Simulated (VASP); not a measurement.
Wanted: the native input for a VASP 6.6.1 run.

```yaml
Task: single point
Functional: r2SCAN
Potentials_or_basis: VASP PAW PBE potentials, release 64 (Ga_d, As)
Cutoff: 520 eV
k_mesh: 8 × 8 × 8
Occupations: gaussian, width 0.02 eV
Spin: no spin polarisation
Dipole_correction: no
Further_INCAR_settings: ALGO = Normal; EDIFF = 1e-06; NBANDS = 16
```

GaAs (qscan):

```xyz
2
Lattice="0.0000 2.8328 2.8328 2.8328 0.0000 2.8328 2.8328 2.8328 0.0000" Properties=species:S:1:pos:R:3 pbc="T T T"
Ga    0.0000    0.0000    0.0000
As    4.2492    4.2492    4.2492
```

These files were run (other wordings do the same):

POSCAR

```
GaAs
1.0
    0.0000000000      2.8327793772      2.8327793772
    2.8327793772      0.0000000000      2.8327793772
    2.8327793772      2.8327793772      0.0000000000
Ga As
1 1
Direct
    0.0000000000      0.0000000000      0.0000000000
    0.7500000000      0.7500000000      0.7500000000
```

INCAR.step1

```
PREC     = Accurate       # precision mode
ENCUT    = 520            # plane-wave cutoff, eV
ISMEAR   = 0              # smearing method
SIGMA    = 0.02           # smearing width, eV
LREAL    = False          # projectors in reciprocal space
LASPH    = True           # aspherical terms in the spheres
NELM     = 80             # most SCF steps
NBANDS   = 16             # bands
GGA      = PE             # functional
ALGO     = Normal         # electronic algorithm
EDIFF    = 1E-4           # SCF threshold, eV
LWAVE    = True           # write WAVECAR
LCHARG   = False          # write CHGCAR
```

INCAR.step2

```
PREC     = Accurate       # precision mode
ENCUT    = 520            # plane-wave cutoff, eV
EDIFF    = 1E-6           # SCF threshold, eV
ISMEAR   = 0              # smearing method
SIGMA    = 0.02           # smearing width, eV
LREAL    = False          # projectors in reciprocal space
LASPH    = True           # aspherical terms in the spheres
NELM     = 80             # most SCF steps
ALGO     = Normal         # electronic algorithm
ISIF     = 2              # what is computed and relaxed
LWAVE    = False          # write WAVECAR
LCHARG   = False          # write CHGCAR
METAGGA  = R2SCAN         # meta-GGA
LMIXTAU  = True         
NBANDS   = 16             # bands
ISTART   = 1
```

KPOINTS

```
regular mesh
0
Gamma
  8 8 8
```

Potentials or basis: VASP PAW PBE potentials, release 64 (Ga_d, As).

The run is started by

```sh
$ cat potpaw_PBE.64/Ga_d/POTCAR potpaw_PBE.64/As/POTCAR > POTCAR
$ cp INCAR.step1 INCAR
$ mpirun -np 1 vasp_std > vasp.out
$ cp INCAR.step2 INCAR
$ mpirun -np 1 vasp_std > vasp.out
```

Results of the run:

- Pressure: 0.2 GPa
- Band gap on the k mesh: 0.95 eV, direct

Caveat: the PAW data sets were made with another functional, which shifts forces and pressure a little.

Wall time 35 s on 1 thread of Intel(R) Xeon(R) 6975P-C (Granite Rapids) (shared host), peak memory 0.18 GiB.
